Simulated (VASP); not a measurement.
# Li2F3 (P-3m1) in VASP: a series of runs

Li2F3 is run at these levels: PBE; tasks: relaxation of cell and atoms.

All numbers are computed with VASP 6.6.1; they aren't measurements. Logs are shortened: lines on timing, memory, paths and dates and some standing lists are left out, and cuts for length are marked.

## (1) The cell of the first run

Symmetry: P-3m1, No. 164, trigonal system. The conventional cell has a = 3.720 Å, b = 3.720 Å, c = 4.492 Å, α = 90.00°, β = 90.00°, γ = 120.00°. Li (site symmetry 3m) has 8 F at 2.19 to 2.40 Å and 3 Li at 2.48 Å within 2.9 Å. F (site symmetry -3m) has 6 Li at 2.24 Å and 6 F at 2.73 Å within 3.0 Å. Within 2.9 Å of F (site symmetry 3m) lie 5 Li at 2.19 to 2.40 Å and 6 F at 2.42 to 2.73 Å.

## (2) Relaxation of cell and atoms, PBE, collinear spin, ferromagnetic start

Input file INCAR:

```
PREC     = Accurate       # precision mode
ENCUT    = 600            # plane-wave cutoff, eV
EDIFF    = 1E-6           # SCF threshold, eV
ISMEAR   = 0              # smearing method
SIGMA    = 0.1            # smearing width, eV
LREAL    = F              # projectors in reciprocal space
LASPH    = T              # aspherical terms in the spheres
NELM     = 150            # most SCF steps
ALGO     = Normal         # electronic algorithm
ISIF     = 3              # what is computed and relaxed
LWAVE    = F              # write WAVECAR
LCHARG   = F              # write CHGCAR
ISPIN    = 2              # spin polarisation
MAGMOM   = 0 0 0.16 0.47 0.47 # initial moments
LORBIT   = 11             # projections on sites
GGA      = PE             # functional
IBRION   = 2              # ionic algorithm
NSW      = 90             # ionic steps
EDIFFG   = -0.04          # ionic threshold
```

Input file KPOINTS:

```
regular mesh
0
Gamma
  6 6 4
```

Input file POSCAR:

```
Li2F3
1.0
    3.7202385807      0.0000000000      0.0000000000
   -1.8601192904      3.2218211190      0.0000000000
    0.0000000000      0.0000000000      4.4918450054
Li F
2 3
Direct
    0.3333333333      0.6666666667      0.1380000000
    0.6666666667      0.3333333333      0.8620000000
    0.0000000000      0.0000000000      0.0000000000
    0.3333333333      0.6666666667      0.6250000000
    0.6666666667      0.3333333333      0.3750000000
```

Potentials or basis: VASP PAW PBE potentials, release 64 (Li_sv, F).

Started as:

```console
cat potpaw_PBE.64/Li_sv/POTCAR potpaw_PBE.64/F/POTCAR > POTCAR
mpirun -np 1 vasp_std > vasp.out
```

OUTCAR:

```text
PREC = Accurate
   ENCUT = 600
   EDIFF = 1E-6
   ISMEAR = 0
   LREAL = F
   LASPH = T
   NELM = 150
   ISIF = 3
   ISPIN = 2
   LORBIT = 11
   GGA = PE
   IBRION = 2
   NSW = 90
   EDIFFG = -0.04

 ion  position               nearest neighbor table
   1  0.333  0.667  0.138-   4 2.19   3 2.24   3 2.24   3 2.24   2 2.48   2 2.48   2 2.48
   2  0.667  0.333  0.862-   5 2.19   3 2.24   3 2.24   3 2.24   1 2.48   1 2.48   1 2.48
   3  0.000  0.000  0.000-   1 2.24   2 2.24   2 2.24   1 2.24   2 2.24   1 2.24
   4  0.333  0.667  0.625-   1 2.19
   5  0.667  0.333  0.375-   2 2.19

  LATTYP: Found a hexagonal cell.
 ALAT       =     3.7202385807
 C/A-ratio  =     1.2074077799

  Lattice vectors:

 A1 = (   3.7202385807,   0.0000000000,   0.0000000000)
 A2 = (  -1.8601192904,   3.2218211190,   0.0000000000)
 A3 = (   0.0000000000,   0.0000000000,   4.4918450054)

Analysis of symmetry for initial positions (statically):
=====================================================================
 Subroutine PRICEL returns:
 Original cell was already a primitive cell.

 Routine SETGRP: Setting up the symmetry group for a
 hexagonal supercell.

 Subroutine GETGRP returns: Found 12 space group operations
 (whereof 12 operations were pure point group operations)
 out of a pool of 24 trial point group operations.

The static configuration has the point symmetry D_3d.

Analysis of symmetry for dynamics (positions and initial velocities):
=====================================================================
 Subroutine PRICEL returns:
 Original cell was already a primitive cell.

 Routine SETGRP: Setting up the symmetry group for a
 hexagonal supercell.

 Subroutine GETGRP returns: Found 12 space group operations
 (whereof 12 operations were pure point group operations)
 out of a pool of 24 trial point group operations.

The dynamic configuration has the point symmetry D_3d.

Analysis of structural, dynamic, and magnetic symmetry:
=====================================================================
 Subroutine PRICEL returns:
 Original cell was already a primitive cell.

 Routine SETGRP: Setting up the symmetry group for a
 hexagonal supercell.

 Subroutine GETGRP returns: Found 12 space group operations
 (whereof 12 operations were pure point group operations)
 out of a pool of 24 trial point group operations.

The overall configuration has the point symmetry D_3d.

 Subroutine INISYM returns: Found 12 space group operations
 (whereof 12 operations are pure point group operations),
 and found     1 'primitive' translations

----------------------------------------------------------------------------------------

                                     Primitive cell

  volume of cell :      53.8390

  direct lattice vectors                    reciprocal lattice vectors
     3.720238581  0.000000000  0.000000000     0.268799965  0.155191732  0.000000000
    -1.860119290  3.221821119  0.000000000     0.000000000  0.310383464  0.000000000
     0.000000000  0.000000000  4.491845005     0.000000000  0.000000000  0.222625669

  length of vectors
     3.720238581  3.720238581  4.491845005     0.310383464  0.310383464  0.222625669

  position of ions in fractional coordinates (direct lattice)
     0.333333333  0.666666667  0.138000000
     0.666666667  0.333333333  0.862000000
     0.000000000  0.000000000  0.000000000
     0.333333333  0.666666667  0.625000000
     0.666666667  0.333333333  0.375000000

  ion indices of the primitive-cell ions
   primitive index   ion index
                 1           1
                 2           2
                 3           3
                 4           4
                 5           5

----------------------------------------------------------------------------------------

 KPOINTS: regular mesh

Automatic generation of k-mesh.
 Grid dimensions read from file:
 generate k-points for:    6    6    4

[... 42 lines left out ...]
  0.333333  0.166667  0.500000     12.000000
  0.333333  0.333333  0.500000      2.000000
   k-points           NKPTS =     24   k-points in BZ     NKDIM =     24   number of bands    NBANDS=     18
   number of dos      NEDOS =    301   number of ions     NIONS =      5
   total plane-waves  NPLWV =  32400
   dimension x,y,z NGX =    30 NGY =   30 NGZ =   36
   dimension x,y,z NGXF=    60 NGYF=   60 NGZF=   72
   ions per type =               2   3
   NGX,Y,Z   is equivalent  to a cutoff of  13.41, 13.41, 13.32 a.u.
   NGXF,Y,Z  is equivalent  to a cutoff of  26.81, 26.81, 26.65 a.u.
 SYSTEM =  unknown system
   PREC   = accura    normal or accurate (medium, high low for compatibility)
   ISTART =      0    job   : 0-new  1-cont  2-samecut
   ICHARG =      2    charge: 1-file 2-atom 10-const
   ISPIN  =      2    spin polarized calculation?
   LNONCOLLINEAR =      F non collinear calculations
   LSORBIT =      F    spin-orbit coupling
   LASPH  =      T    aspherical Exc in radial PAW
[... 16 lines left out ...]
   EFERMI =   0.00;   METHOD = LEGACY
   ISMEAR =     0;   SIGMA  =   0.10  broadening in eV -4-tet -1-fermi 0-gaus
   EFERMI_NEDOS =   21; number of points for ismear=-14 and -15
   IALGO  =     38    algorithm
   IMIX   =      4    mixing-type and parameters
     AMIX     =   0.40;   BMIX     =  1.00
     AMIX_MAG =   1.60;   BMIX_MAG =  1.00
  volume/ion in A,a.u.               =      10.77        72.66
  Fermi-wavevector in a.u.,A,eV,Ry     =   1.300660  2.457891 23.017197  1.691716
  Thomas-Fermi vector in A             =   2.431844
   LORBIT       =     11    0 simple, 1 ext, 2 COOP (PROOUT), +10 PAW based schemes
   GGA     = PE    functional components
   LHFCALC =     F    Hartree Fock is set to
   AEXX    =    0.0000 exact exchange contribution
   IVDW    =     0    specifies the selected vdW correction
   LEPSILON=     F    determine dielectric tensor
   LRPA    =     F    only Hartree local field effects (RPA)
 conjugate gradient relaxation of ions
 spin polarized calculation
 Gauss-broadening in eV      SIGMA  =   0.10
  energy-cutoff  :      600.00
  volume of cell :       53.84
 maximum number of plane-waves:      1823
 NGX is ok and might be reduce to    30
   NGX = 15   NGY = 15   NGZ = 17

--------------------------------------- Ionic step        1  -------------------------------------------

 number of electron      27.0000032 magnetization       1.0000006

 Free energy of the ion-electron system (eV)
  ---------------------------------------------------
  ext. energy  EPLUGINS =         0.00000000
  ---------------------------------------------------
  free energy    TOTEN  =       -19.30224438 eV

  energy without entropy =      -19.27793378  energy(sigma->0) =      -19.29008908

------------------------ aborting loop because EDIFF is reached ----------------------------------------

  FORCE on cell =-STRESS in cart. coord.  units (eV):
  Direction    XX          YY          ZZ          XY          YZ          ZX
  --------------------------------------------------------------------------------------
  -------------------------------------------------------------------------------------
  Total       -1.2202068     -1.2202068     -2.8458036      0.0000000     -0.0000000     -0.0000000
  in kB      -36.3117381    -36.3117381    -84.6873472      0.0000000     -0.0000000     -0.0000000
  external PRESSURE =     -52.4369411 kB  Pullay stress =       0.0000000 kB
[... 98 lines left out ...]
  FREE ENERGIE OF THE ION-ELECTRON SYSTEM (eV)
  ---------------------------------------------------
  free  energy   TOTEN  =       -19.8447359905 eV

  energy  without entropy=      -19.8268617046  energy(sigma->0) =      -19.83579885

 E-fermi :  -2.0345     XC(G=0):  -9.2177

 val. band max:       -2.0406925371   @ k =   0.3333   0.1667   0.0000
 cond. band min:      -2.0283729446   @ k =   0.1667   0.1667   0.2500
 fundamental gap:      0.0123195926
 Fermi energy:        -2.0344936549

 spin component 1

 k-point     1 :       0.0000    0.0000    0.0000
  band No.  band energies     occupation
      1     -43.4091      1.00000
      2     -43.3907      1.00000
      3     -22.9457      1.00000
      4     -22.1214      1.00000
      5     -22.0714      1.00000
      6      -4.7190      1.00000
[... 988 lines left out ...]
      5     -21.4862      1.00000
      6      -5.0409      1.00000
[... 10 lines left out ...]
     17      11.2421      0.00000
     18      12.3921      0.00000

[... ionic steps 4 to 36 ...]

--------------------------------------- Ionic step       37  -------------------------------------------

 number of electron      27.0000013 magnetization       0.9999998

------------------------ aborting loop because EDIFF is reached ----------------------------------------
[... 73 lines left out ...]
--------------------------------------- Ionic step       39  -------------------------------------------

 number of electron      27.0000001 magnetization       0.9999996

 Free energy of the ion-electron system (eV)
  ---------------------------------------------------
  ext. energy  EPLUGINS =         0.00000000
  ---------------------------------------------------
  free energy    TOTEN  =       -20.39963314 eV

  energy without entropy =      -20.37713833  energy(sigma->0) =      -20.38838574

 E-fermi :  -1.9693     XC(G=0):  -9.3449

 val. band max:       -1.9697927981   @ k =   0.3333   0.1667   0.0000
 cond. band min:      -1.9357240221   @ k =   0.5000   0.0000   0.2500
 fundamental gap:      0.0340687759
 Fermi energy:        -1.9693017176

 spin component 1

 k-point     1 :       0.0000    0.0000    0.0000
  band No.  band energies     occupation
      1     -43.2243      1.00000
      2     -43.2114      1.00000
      3     -22.8861      1.00000
      4     -22.0677      1.00000
      5     -22.0324      1.00000
      6      -4.7064      1.00000
[... 1032 lines left out ...]
  FREE ENERGIE OF THE ION-ELECTRON SYSTEM (eV)
  ---------------------------------------------------
  free  energy   TOTEN  =       -20.3996331398 eV

  energy  without entropy=      -20.3771383345  energy(sigma->0) =      -20.38838574

 reached required accuracy - stopping structural energy minimisation

 total charge

# of ion       s       p       d       tot
------------------------------------------
    1        2.013   0.041   0.000   2.054
    2        2.013   0.041   0.000   2.054
    3        1.743   4.251   0.000   5.994
    4        1.742   4.293   0.000   6.035
    5        1.742   4.293   0.000   6.035
--------------------------------------------------
tot          9.252  12.920   0.000  22.172

 magnetization (x)

# of ion       s       p       d       tot
------------------------------------------
    1       -0.001  -0.001   0.000  -0.002
    2       -0.001  -0.001   0.000  -0.002
    3        0.002   0.329   0.000   0.330
    4        0.001   0.295   0.000   0.296
    5        0.001   0.295   0.000   0.296
--------------------------------------------------
tot          0.003   0.916   0.000   0.919
```

Run time: 27 min. Hardware: 1 thread of Oxide Virtual Turin-like, shared host; peak memory 0.18 GiB.

What came out:

```yaml
Free_energy: -20.3996 eV
Relaxed_volume: 9.68 Å³/atom
Relaxed_cell: a = 3.224 Å, b = 3.224 Å, c = 5.378 Å, α = 90.00°, β = 90.00°, γ = 120.00°
Space_group_after_relaxing_to_0.05_Å: P-3m1 (No. 164)
Energy_gained_by_relaxing: 219.5 meV/atom
Ionic_steps: 39
Pressure_after_relaxing: 0.2 GPa
Largest_force_after_relaxing: 0.030 eV/Å
Band_gap_on_the_k_mesh: zero (filled and empty bands overlap)
Net_moment: 1.00 μB per cell
Site_moments: Li -0.00; F +0.33, +0.30 μB
Valence_electrons_inside_the_program's_atomic_spheres: Li 2.05; F 5.99, 6.04
```

Forces on the atoms (eV/Å):
```
Li   0.000  0.000 -0.004
Li   0.000  0.000  0.004
F    0.000  0.000  0.000
F    0.000  0.000  0.030
F    0.000  0.000 -0.030
```

Stress tensor (GPa, compression positive):
```
0.06 0.00 0.00
0.00 0.06 0.00
0.00 0.00 0.32
```

Step by step:
| step | energy change (eV) | largest force (eV/Å) | pressure (GPa) | volume (Å³) |
| --- | --- | --- | --- | --- |
| 1 | 0.0000 | 1.0818 | -5.24 | 53.84 |
| 2 | -0.2245 | 0.9997 | -3.71 | 51.14 |
| 3 | -0.5425 | 0.9083 | 5.91 | 43.52 |
| 4 | -0.7229 | 0.6189 | 5.03 | 44.02 |
| 5 | -0.8296 | 0.1392 | 4.46 | 44.73 |
| 6 | -0.8742 | 0.0567 | 0.30 | 47.52 |
| 7 | -0.8744 | 0.0677 | 0.07 | 47.72 |
| 8 | -0.8759 | 0.0554 | 0.04 | 47.75 |
| 9 | -0.8781 | 0.0540 | 0.03 | 47.83 |
| 10 | -0.8782 | 0.0725 | 0.01 | 47.86 |
| 11 | -0.8799 | 0.0695 | -0.02 | 47.89 |
| 12 | -0.8853 | 0.0605 | -0.04 | 48.00 |
| 13 | -0.9000 | 0.1221 | 0.10 | 48.16 |
| 14 | -0.9325 | 0.3354 | 1.04 | 48.32 |
| 15 | -0.7673 | 1.1467 | 5.88 | 48.01 |
| 16 | -0.9182 | 0.5082 | 1.82 | 48.33 |
| 17 | -0.9183 | 0.5087 | 1.82 | 48.33 |
| 18 | -0.9186 | 0.5114 | 1.83 | 48.34 |
| 19 | -0.9191 | 0.5157 | 1.86 | 48.36 |
| 20 | -0.9202 | 0.5254 | 1.90 | 48.39 |
| 21 | -0.9217 | 0.5458 | 1.99 | 48.46 |
| 22 | -0.9226 | 0.5872 | 2.17 | 48.58 |
| 23 | -0.9247 | 0.5821 | 2.14 | 48.62 |
| 24 | -0.9311 | 0.5686 | 2.03 | 48.71 |
| 25 | -0.9430 | 0.5430 | 1.83 | 48.89 |
| 26 | -0.9639 | 0.4976 | 1.45 | 49.24 |
| 27 | -0.9936 | 0.4281 | 0.78 | 49.91 |
| 28 | -0.9947 | 0.3410 | -0.47 | 51.10 |
| 29 | -1.0044 | 0.3808 | 0.18 | 50.52 |
| 30 | -1.0044 | 0.3748 | 0.10 | 50.60 |
| 31 | -1.0119 | 0.3584 | 0.05 | 50.53 |
| 32 | -1.0301 | 0.3102 | -0.08 | 50.30 |
| 33 | -1.0489 | 0.2262 | -0.18 | 49.85 |
| 34 | -1.0505 | 0.1946 | -0.16 | 49.68 |
| 35 | -1.0596 | 0.1677 | -0.17 | 49.57 |
| 36 | -1.0802 | 0.0959 | -0.15 | 49.23 |
| 37 | -1.0942 | 0.1198 | -0.09 | 48.51 |
| 38 | -1.0944 | 0.1051 | -0.08 | 48.58 |
| 39 | -1.0974 | 0.0298 | 0.15 | 48.41 |

Final structure:
```cif
data_structure
_symmetry_space_group_name_H-M 'P 1'
_symmetry_Int_Tables_number 1
_cell_length_a 3.2239
_cell_length_b 3.2239
_cell_length_c 5.3784
_cell_angle_alpha 90.000
_cell_angle_beta 90.000
_cell_angle_gamma 120.000
_cell_volume 48.41
loop_
_atom_site_label
_atom_site_type_symbol
_atom_site_fract_x
_atom_site_fract_y
_atom_site_fract_z
_atom_site_occupancy
Li1 Li 0.33333 0.66667 0.24509 1
Li2 Li 0.66667 0.33333 0.75491 1
F1 F 0.00000 0.00000 0.00000 1
F2 F 0.33333 0.66667 0.66619 1
F3 F 0.66667 0.33333 0.33381 1
```

Caveat: the cutoff is under 1.25 times the usual one of these potentials, so pressure, stress and relaxed cells hold a basis-set (Pulay) error.

## (3) Relaxation of cell and atoms, PBE, collinear spin, ferromagnetic start

This run uses another cell than the first one, of 10.96 Å³/atom, 1.018 times its volume.

Input file INCAR:

```
ALGO = Normal
EDIFF = 1E-6
EDIFFG = -0.04
ENCUT = 600
GGA = PE
IBRION = 2
ISIF = 3
ISMEAR = 0
ISPIN = 2
LASPH = T
LCHARG = F
LORBIT = 11
LREAL = F
LWAVE = F
MAGMOM = 0 0 0.35 0.37 0.37
NELM = 150
NSW = 90
PREC = Accurate
SIGMA = 0.1
```

Input file KPOINTS:

```
k-points
0
Gamma
  6 6 4
```

Input file POSCAR:

```
Li2F3
1.0
    3.4394676005      0.0000000000      0.0000000000
   -1.7197338002      2.9786663175      0.0000000000
    0.0000000000      0.0000000000      5.3512528911
Li F
2 3
Direct
    0.3333333333      0.6666666667      0.2450000000
    0.6666666667      0.3333333333      0.7550000000
    0.0000000000      0.0000000000      0.0000000000
    0.3333333333      0.6666666667      0.6450000000
    0.6666666667      0.3333333333      0.3550000000
```

Potentials or basis: VASP PAW PBE potentials, release 64 (Li_sv, F).

Started as:

```console
cat potpaw_PBE.64/Li_sv/POTCAR potpaw_PBE.64/F/POTCAR > POTCAR
mpirun -np 1 vasp_std > vasp.out
```

Wall time 6.4 min (1 thread of Oxide Virtual Turin-like, shared host); peak memory 0.2 GiB.

Results (log left out):

```yaml
Free_energy: -20.4503 eV
Relaxed_volume: 9.87 Å³/atom
Relaxed_cell: a = 3.141 Å, b = 3.141 Å, c = 5.775 Å, α = 90.00°, β = 90.00°, γ = 120.00°
Space_group_after_relaxing_to_0.05_Å: P-3m1 (No. 164)
Energy_gained_by_relaxing: 50.3 meV/atom
Ionic_steps: 13
Pressure_after_relaxing: 0.3 GPa
Largest_force_after_relaxing: 0.035 eV/Å
Band_gap_on_the_k_mesh: zero (filled and empty bands overlap)
Net_moment: 1.00 μB per cell
Site_moments: Li -0.00; F +0.31, +0.30 μB
Valence_electrons_inside_the_program's_atomic_spheres: Li 2.06; F 6.00, 6.03
```

Forces on the atoms (eV/Å):
```
Li   0.000  0.000 -0.035
Li   0.000  0.000  0.035
F    0.000  0.000  0.000
F    0.000  0.000 -0.003
F    0.000  0.000  0.003
```

Step by step:
```
step  energy change (eV)  largest force (eV/Å)  pressure (GPa)  volume (Å³)
   1              0.0000                0.5338           -4.77        54.82
   2             -0.1025                0.4750           -3.24        52.27
   3             -0.1888                0.2690            0.67        48.09
   4             -0.1895                0.2317            1.40        47.56
   5             -0.1896                0.2418            1.21        47.70
   6             -0.2055                0.1163            0.94        48.02
   7             -0.2194                0.1629            0.65        48.82
   8             -0.2289                0.1090           -0.08        49.58
   9             -0.2347                0.0457           -1.11        50.76
  10             -0.2425                0.0603           -0.66        50.38
  11             -0.2463                0.0824           -0.07        49.86
  12             -0.2483                0.0723            0.02        49.73
  13             -0.2517                0.0352            0.33        49.33
```

Final structure:
```
Li F
1.0
     3.14060    0.00000    0.00000
    -1.57030    2.71984    0.00000
     0.00000    0.00000    5.77483
Li F
2 3
Direct
  0.33333 0.66667 0.23488
  0.66667 0.33333 0.76512
  0.00000 0.00000 0.00000
  0.33333 0.66667 0.66948
  0.66667 0.33333 0.33052
```

Levels at points of the mesh, in eV from the Fermi level:
Spin up:
```
           k point  band 11  band 12  band 13  band 14  band 15  band 16  band 17  band 18
(0.00, 0.00, 0.00)    -1.19    -0.72    -0.72    -0.52     8.72    10.79    13.96    17.82
(0.50, 0.00, 0.00)    -1.20    -1.18    -0.85    -0.69    12.16    13.64    13.90    14.50
(0.00, 0.00, 0.50)    -1.01    -1.01    -0.82    -0.82     9.38    10.08    13.73    17.31
(0.50, 0.00, 0.50)    -1.35    -1.33    -0.63    -0.58    11.99    12.85    14.27    15.54
```
Spin down:
```
           k point  band 9  band 10  band 11  band 12  band 13  band 14  band 15  band 16  band 17  band 18
(0.00, 0.00, 0.00)   -0.97    -0.82    -0.82    -0.32    -0.32     0.51     8.83    11.01    14.12    17.84
(0.50, 0.00, 0.00)   -1.71    -0.86    -0.49    -0.45    -0.38    -0.03    12.28    13.79    13.97    14.66
(0.00, 0.00, 0.50)   -0.66    -0.66    -0.41    -0.41    -0.39    -0.34     9.56    10.29    13.80    17.32
(0.50, 0.00, 0.50)   -1.42    -1.36    -0.68    -0.63    -0.23     0.29    12.07    13.00    14.42    15.60
```

Caveat: the cutoff is under 1.25 times the usual one of these potentials, so pressure, stress and relaxed cells hold a basis-set (Pulay) error.
